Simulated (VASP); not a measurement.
# SiC: single point with PBE

The system is SiC.

```
Si C
1.0
     2.10444    0.00000    0.00000
    -1.05222    1.82250    0.00000
     0.00000    0.00000    7.30317
Si C
1 1
Cartesian
  0.0000 1.2150 0.0000
  1.0522 0.6075 0.0000
```

* Program: VASP 6.6.1
* Task: single point
* Functional: PBE
* Potentials or basis: VASP PAW PBE potentials, release 64 (Si, C)
* Cutoff: 520 eV
* k mesh: 12 × 12 × 4
* Occupations: gaussian, width 0.1 eV
* Spin: no spin polarisation

- Pressure: 412.7 GPa
- Band gap on the k mesh: zero (filled and empty bands touch)

Stress tensor (GPa, compression positive):
```
619.12   0.00   0.00
  0.00 619.12   0.00
  0.00   0.00  -0.12
```

Levels at points of the mesh, in eV from the Fermi level:
```csv
k point,band 1,band 2,band 3,band 4,band 5,band 6,band 7,band 8,band 9
"(0.00, 0.00, 0.00)",-19.72,-10.21,-0.23,-0.09,-0.09,3.92,4.88,15.12,16.57
"(0.50, 0.00, 0.00)",-12.29,-10.55,-3.87,-0.51,3.48,9.05,11.14,13.55,13.98
"(0.00, 0.00, 0.50)",-19.72,-10.22,-0.09,-0.09,0.69,1.31,9.03,9.92,21.59
"(0.50, 0.00, 0.50)",-12.29,-10.55,-3.87,-0.51,3.47,9.25,12.10,12.11,13.05
```

It took 9.2 s on 1 thread of AMD EPYC 9R45 (Zen 5), with other jobs on the host, peak memory 0.1 GiB.
